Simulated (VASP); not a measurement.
Write the native input for VASP 6.6.1 that does the following.

| Quantity | Value |
| --- | --- |
| Task | single point |
| Functional | r2SCAN |
| Potentials or basis | VASP PAW PBE potentials, release 64 (Ir_sv_GW) |
| Cutoff | 620 eV |
| k mesh | 10 × 10 × 10 |
| Occupations | gaussian, width 0.1 eV |
| Spin | no spin polarisation |
| Dipole correction | no |
| Further INCAR settings | ALGO = Normal; EDIFF = 1e-06; NBANDS = 14 |

The system is Ir.

```
Ir
1.0
     0.00000    1.91560    1.91560
     1.91560    0.00000    1.91560
     1.91560    1.91560    0.00000
Ir
1
Cartesian
  0.0000 0.0000 0.0000
```

One way to write it, as run:

POSCAR

```
Ir
1.0
    0.0000000000      1.9156000000      1.9156000000
    1.9156000000      0.0000000000      1.9156000000
    1.9156000000      1.9156000000      0.0000000000
Ir
1
Direct
    0.0000000000      0.0000000000      0.0000000000
```

INCAR.step1

```
SYSTEM = Ir
PREC = Accurate ; ENCUT = 620
ISMEAR = 0 ; SIGMA = 0.1
LREAL = .False. ; LASPH = .True.
NELM = 120 ; NBANDS = 14
GGA = PE ; ALGO = Normal
EDIFF = 1E-5 ; LWAVE = .True.
LCHARG = .False. ; GGA_COMPAT = .False.
```

INCAR.step2

```
SYSTEM = Ir
PREC = Accurate ; ENCUT = 620
EDIFF = 1E-6 ; ISMEAR = 0
SIGMA = 0.1 ; LREAL = .False.
LASPH = .True. ; NELM = 120
ALGO = Normal ; ISIF = 2
LWAVE = .False. ; LCHARG = .False.
METAGGA = R2SCAN ; LMIXTAU = .True.
NBANDS = 14 ; ISTART = 1
GGA_COMPAT = .False.
```

KPOINTS

```
regular mesh
0
Gamma
  10 10 10
  0 0 0
```

Potentials or basis: VASP PAW PBE potentials, release 64 (Ir_sv_GW).

Command:

```sh
$ cat potpaw_PBE.64/Ir_sv_GW/POTCAR > POTCAR
$ cp INCAR.step1 INCAR
$ mpirun -np 1 vasp_std > vasp.out
$ cp INCAR.step2 INCAR
$ mpirun -np 1 vasp_std > vasp.out
```

It gave:

| Property | Result |
| --- | --- |
| Pressure | 3.1 GPa |
| Band gap on the k mesh | zero (an odd number of electrons rules out a gap without spin polarisation) |

Caveat: the cell stands under pressure; the PAW data sets were made with another functional, which shifts forces and pressure a little; spin-orbit coupling is left out, which moves the levels of the heavy elements.

It took 30 s on 1 thread of Intel(R) Xeon(R) Platinum 8488C (Sapphire Rapids), with other jobs on the host, peak memory 0.16 GiB.
